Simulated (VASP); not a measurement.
Set up this calculation in VASP 6.6.1, as the native input.

```yaml
Task: single point
Functional: r2SCAN0
Potentials_or_basis: VASP PAW PBE potentials, release 64 (Ti_sv, C)
Cutoff: 520 eV
k_mesh: 6 × 6 × 6
Occupations: fermi-dirac, width 0.05 eV
Spin: no spin polarisation
Dipole_correction: no
Grid_for_exact_exchange_PRECFOCK: Normal
Further_INCAR_settings: ALGO = Normal; EDIFF = 1e-07; NBANDS = 15
Share_of_exact_exchange: 0.25
```

The system is TiC.

```xyz
2
Lattice="0.0000 2.1657 2.1657 2.1657 0.0000 2.1657 2.1657 2.1657 0.0000" Properties=species:S:1:pos:R:3 pbc="T T T"
Ti    0.0000    0.0000    0.0000
C     2.1657    2.1657    2.1657
```

The input as run:

POSCAR

```
TiC
1.0
    0.0000000000      2.1657188437      2.1657188437
    2.1657188437      0.0000000000      2.1657188437
    2.1657188437      2.1657188437      0.0000000000
Ti C
1 1
Direct
    0.0000000000      0.0000000000      0.0000000000
    0.5000000000      0.5000000000      0.5000000000
```

INCAR.step1

```
SYSTEM = TiC
PREC = Accurate
ENCUT = 520
EDIFF = 1E-5
ISMEAR = -1
SIGMA = 0.05
LREAL = .FALSE.
LASPH = .TRUE.
NELM = 80
ALGO = Normal
ISIF = 2
LWAVE = .TRUE.
LCHARG = .FALSE.
NBANDS = 15
GGA = PE
```

INCAR.step2

```
SYSTEM = TiC
PREC = Accurate
ENCUT = 520
EDIFF = 1E-7
ISMEAR = -1
SIGMA = 0.05
LREAL = .FALSE.
LASPH = .TRUE.
NELM = 80
ALGO = Normal
ISIF = 2
LWAVE = .FALSE.
LCHARG = .FALSE.
METAGGA = R2SCAN
LHFCALC = .TRUE.
AEXX = 0.25
LMIXTAU = .TRUE.
PRECFOCK = Normal
NBANDS = 15
ISTART = 1
```

KPOINTS

```
Automatic mesh
0
G
  6 6 6
  0 0 0
```

Potentials or basis: VASP PAW PBE potentials, release 64 (Ti_sv, C).

Launch:

```bash
$ cat potpaw_PBE.64/Ti_sv/POTCAR potpaw_PBE.64/C/POTCAR > POTCAR
$ cp INCAR.step1 INCAR
$ mpirun -np 1 vasp_std > vasp.out
$ cp INCAR.step2 INCAR
$ mpirun -np 1 vasp_std > vasp.out
```

It gave:

```yaml
Pressure: -4.9 GPa
Band_gap_on_the_k_mesh: zero (bands 8 and 9 overlap by 2.67 eV)
```

Caveat: the k points lie up to 0.42 Å⁻¹ apart, too coarse for converged energies and pressures of a metal; the PAW data sets were made with another functional, which shifts forces and pressure a little.

Run time: 26 min on 1 thread of AMD EPYC 7R43 64-Core Processor (Zen 3) (shared host), peak memory 0.13 GiB.
